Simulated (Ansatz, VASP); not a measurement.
# Pd in VASP and in Ansatz

INCAR

```
PREC     = Accurate       # precision mode
ENCUT    = 520            # plane-wave cutoff, eV
EDIFF    = 1E-6           # SCF threshold, eV
ISMEAR   = 0              # smearing method
SIGMA    = 0.03           # smearing width, eV
LREAL    = False          # projectors in reciprocal space
LASPH    = True           # aspherical terms in the spheres
NELM     = 150            # most SCF steps
ALGO     = Normal         # electronic algorithm
ISIF     = 2              # what is computed and relaxed
LWAVE    = False          # write WAVECAR
LCHARG   = False          # write CHGCAR
ISPIN    = 2              # spin polarisation
MAGMOM   = 0.288          # initial moments
LORBIT   = 11             # projections on sites
LMAXMIX  = 4              # l up to which the mixer works
GGA      = PE             # functional
NBANDS   = 15             # bands
```

KPOINTS

```
regular mesh
0
Gamma
  14 14 14
```

File POSCAR:

```
Pd
1.0
    0.0000000000      1.9737080107      1.9737080107
    1.9737080107      0.0000000000      1.9737080107
    1.9737080107      1.9737080107      0.0000000000
Pd
1
Direct
    0.0000000000      0.0000000000      0.0000000000
```

Input for Ansatz:

```yaml
crystal:
  lattice:
    - [0.0, 1.9737080107, 1.9737080107]
    - [1.9737080107, 0.0, 1.9737080107]
    - [1.9737080107, 1.9737080107, 0.0]
  atoms:
    - { symbol: Pd, position: [0.0, 0.0, 0.0], spin: 0.288 }
hamiltonian:
  xc: pbe
  pseudopotentials:
    kind: paw
    azcp:
      Pd: "pseudopotentials/Pd.paw.azcp"
basis:
  ecutwfc: 420
  fft_grid_basis: typed
kpoints:
  mp_grid: { grid: [14, 14, 14], shift: [0, 0, 0] }
magnetization:
  spin_polarized: true
scf:
  occupations: { method: gaussian, width: 0.03 }
  lower_state_search: "off"
output:
  stress: true
  write_density: true
  write_potential: true
  elf: true
  volumetric_format: npy
```

Alike in both runs: task single point; functional PBE; k mesh 14 × 14 × 14; occupations gaussian, width 0.03 eV; collinear spin.

|  | VASP | Ansatz |
| --- | --- | --- |
| version | VASP 6.6.1 | Ansatz 0.2.0 |
| potentials or method | VASP PAW PBE potentials, release 64 (Pd), cutoff 520 eV | plane waves (420 eV) with PAW, scalar-relativistic |
| valence electrons in the cell | 10 | 18 |

Ansatz gave:

- pressure (GPa): 0.0
- net moment per atom (μB): 0.46
- size of the moment on the site where the two differ most (μB): 0.47

Problem. Estimate VASP's values.

Solution. Pressure (GPa): -0.3; net moment per atom (μB): 0.47; size of the moment on the site where the two differ most (μB): 0.46.

Site moments also hang on the region over which each program counts them. The functional is the same, so the differences come from potentials, cutoffs and numerics. VASP's potentials hold 10 valence electrons a cell and Ansatz's 18, so a difference there can come from the potentials and not from the codes.
